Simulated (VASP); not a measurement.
Input of a VASP 6.6.1 run:

File INCAR:

```
SYSTEM = Si
PREC = Accurate ; ENCUT = 520
EDIFF = 1E-7 ; ISMEAR = 0
SIGMA = 0.15 ; LREAL = .FALSE.
LASPH = .TRUE. ; NELM = 80
ALGO = Normal ; ISIF = 2
LWAVE = .FALSE. ; LCHARG = .FALSE.
GGA = CA ; NBANDS = 8
```

Contents of KPOINTS:

```
Automatic mesh
0
G
  21 21 20
  0 0 0
```

The input POSCAR:

```
Si
1.0
    2.5550292445      0.0000000000      0.0000000000
   -1.2775146223      2.2127202332      0.0000000000
    0.0000000000      0.0000000000      2.3430366705
Si
1
Direct
    0.0000000000      0.0000000000      0.0000000000
```

Potentials or basis: VASP PAW LDA potentials, release 64 (Si).

Command:

```console
$ cat potpaw_LDA.64/Si/POTCAR > POTCAR
$ mpirun -np 1 vasp_std > vasp.out
```

(1) Estimate the band gap on the k mesh.

(2) What does it give for the pressure?

Results:

(1) zero (band 2 reaches 18.89 eV, above the bottom of band 3 at 5.90 eV).

(2) 14.4 GPa.

Caveat: the cell differs from its parent crystal (strain -0.025 along x and y, -0.050 along z).
